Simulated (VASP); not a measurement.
Wanted: the native input for a VASP 6.6.1 run.

```yaml
Task: relaxation of cell and atoms
Functional: PBE
Potentials_or_basis: VASP PAW PBE potentials, release 64 (Si, C)
Cutoff: 600 eV
k_mesh: 8 × 6 × 12
Occupations: gaussian, width 0.1 eV
Spin: no spin polarisation
Dipole_correction: no
Further_INCAR_settings: ALGO = Fast; EDIFF = 1e-06; IBRION = 2; EDIFFG = -0.01; NSW = 100; ISIF = 3
```

The structure of SiC lies in POSCAR:

```
SiC
1.0
    5.2172830588      0.0000000000      0.0000000000
    0.0000000000      8.2028329044      0.0000000000
    0.0000000000      0.0000000000      2.9341782804
Si C
6 6
Direct
    0.5908878194      0.6449467063      0.5000000000
    0.4091121806      0.3550532937      0.5000000000
    0.0000000000      0.5000000000      0.0000000000
    0.0908878194      0.8550532937      0.5000000000
    0.9091121806      0.1449467063      0.5000000000
    0.5000000000      0.0000000000      0.0000000000
    0.0550471673      0.3463598526      0.5000000000
    0.9449528327      0.6536401474      0.5000000000
    0.5000000000      0.5000000000      0.0000000000
    0.5550471673      0.1536401474      0.5000000000
    0.4449528327      0.8463598526      0.5000000000
    0.0000000000      0.0000000000      0.0000000000
```

The cell was built from a structure type or drawn by symmetry, and may not be a known phase.

The input as run:

INCAR

```
PREC = Accurate
ENCUT = 600
EDIFF = 1E-6
ISMEAR = 0
SIGMA = 0.1
LREAL = False
LASPH = True
NELM = 100
ALGO = Fast
ISIF = 3
LWAVE = False
LCHARG = False
GGA = PE
IBRION = 2
NSW = 100
EDIFFG = -0.01
```

KPOINTS

```
Automatic mesh
0
Gamma
  8 6 12
```

Potentials or basis: VASP PAW PBE potentials, release 64 (Si, C).

The run is started by

```bash
$ cat potpaw_PBE.64/Si/POTCAR potpaw_PBE.64/C/POTCAR > POTCAR
$ mpirun -np 1 vasp_std > vasp.out
```

Results of the run:

The energy gained by relaxing is 0.1 meV/atom and the ionic steps are 6. The pressure after relaxing is 0.0 GPa. The largest force after relaxing is 0.007 eV/Å and the band gap on the k mesh is zero (bands 24 and 25 overlap by 0.22 eV).

Caveat: semilocal functionals underestimate gaps, so a narrow gap can read as zero.

Wall time 35 min on 1 thread of Oxide Virtual Turin-like Processor, with other jobs on the host, peak memory 0.58 GiB.
